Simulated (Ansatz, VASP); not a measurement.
One calculation of Cd3O2, two programs

```
Cd O
1.0
     4.53136    0.00000    0.00000
     0.00000    4.53136    0.00000
     0.00000    0.00000    4.53136
Cd O
3 2
Direct
  0.50000 0.00000 0.00000
  0.00000 0.50000 0.00000
  0.00000 0.00000 0.50000
  0.50000 0.50000 0.50000
  0.00000 0.00000 0.00000
```

Change from the starting cell: species swapped into the Tl2F3 type (Pm-3m, No. 221).

Alike in both runs: functional PBE; k mesh 4 × 4 × 4; occupations gaussian, width 0.2 eV; no spin polarisation.

Ansatz relaxed the structure, and its values are those at the end. VASP's run is a single point on that final structure, the one shown.

|  | VASP | Ansatz |
| --- | --- | --- |
| version | VASP 6.6.1 | Ansatz 0.2.0 |
| potentials or method | VASP PAW PBE potentials, release 64 (Cd, O), cutoff 600 eV | scalar-relativistic, plane waves, PAW |
| valence electrons in the cell | 48 | 72 |

```csv
,VASP,Ansatz,Ansatz less VASP
gap on the k mesh at the Fermi level (eV),none,none,-
pressure (GPa),0.3,-0.2,-0.48
```

A gap of «none» marks a metal or a gap that the smearing closes. With one functional, cell and mesh, what is left measures potentials, basis and numerics. VASP's potentials hold 48 valence electrons a cell and Ansatz's 72, so a difference there can come from the potentials and not from the codes.
